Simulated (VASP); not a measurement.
# ReW4: single point with PBE

System: ReW4, a slab with vacuum.

```xyz
5
Lattice="4.5020 0.0000 0.0000 -2.2510 3.8989 0.0000 0.0000 0.0000 19.6759" Properties=species:S:1:pos:R:3 pbc="T T T"
W     3.3765    0.6498    8.2602
W    -1.1255    3.2491    8.9749
W     3.3765    0.6498   10.7010
W    -1.1255    3.2491   11.4157
Re    1.1255    1.9494    9.8379
```

```json
{
 "Program": "VASP 6.6.1",
 "Task": "single point",
 "Functional": "PBE",
 "Potentials or basis": "VASP PAW PBE potentials, release 64 (W_sv, Re)",
 "Cutoff": "520 eV",
 "k mesh": "9 × 9 × 1",
 "Occupations": "fermi-dirac, width 0.08 eV",
 "Spin": "no spin polarisation"
}
```

```yaml
Largest_force: 0.303 eV/Å
Band_gap_on_the_k_mesh: zero (an odd number of electrons rules out a gap without spin polarisation)
```

Forces on the atoms (eV/Å):
```
W    0.000  0.000 -0.303
W    0.000  0.000  0.292
W    0.000  0.000 -0.292
W    0.000  0.000  0.303
Re   0.000  0.000  0.000
```

Levels at points of the mesh, in eV from the Fermi level:
```csv
k point,band 28,band 29,band 30,band 31,band 32,band 33,band 34,band 35
"(0.00, 0.00, 0.00)",-1.61,-1.61,-1.16,-1.16,0.11,0.80,0.80,1.10
```

Wall time 9 min on 1 thread of Intel Xeon 8259CL, on a shared host, peak memory 0.53 GiB.

Caveat: spin-orbit coupling is left out, which moves the levels of the heavy elements.
